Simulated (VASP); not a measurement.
Input of a VASP 6.6.1 run:

The input INCAR:

```
SYSTEM = N
  ALGO = Normal
  EDIFF = 1E-6
  ENCUT = 520
  GGA = PS
  ISIF = 2
  ISMEAR = 0
  LASPH = .TRUE.
  LCHARG = .FALSE.
  LREAL = .FALSE.
  LWAVE = .FALSE.
  NBANDS = 12
  NELM = 100
  PREC = Accurate
  SIGMA = 0.1
```

KPOINTS

```
k-points
0
G
  16 16 15
  0 0 0
```

File POSCAR:

```
N
1.0
    2.5194737886      0.0000000000      0.0000000000
   -1.2597368943      2.1819283051      0.0000000000
    0.0000000000      0.0000000000      2.4460020000
N
2
Direct
    0.3333333333      0.6666666667      0.7500000000
    0.6666666667      0.3333333333      0.2500000000
```

Potentials or basis: VASP PAW PBE potentials, release 64 (N).

The run is started by

```sh
$ cat potpaw_PBE.64/N/POTCAR > POTCAR
$ mpirun -np 1 vasp_std > vasp.out
```

Task: What does it give for the pressure?

Result: -0.8 GPa.

Task: Estimate the band gap on the k mesh.

Result: Zero (bands 5 and 6 overlap by 4.20 eV).

Stress tensor (GPa, compression positive):
```
 3.15  0.00  0.00
 0.00  3.15  0.00
 0.00  0.00 -8.55
```

Caveat: the PAW data sets were made with another functional, which shifts forces and pressure a little.
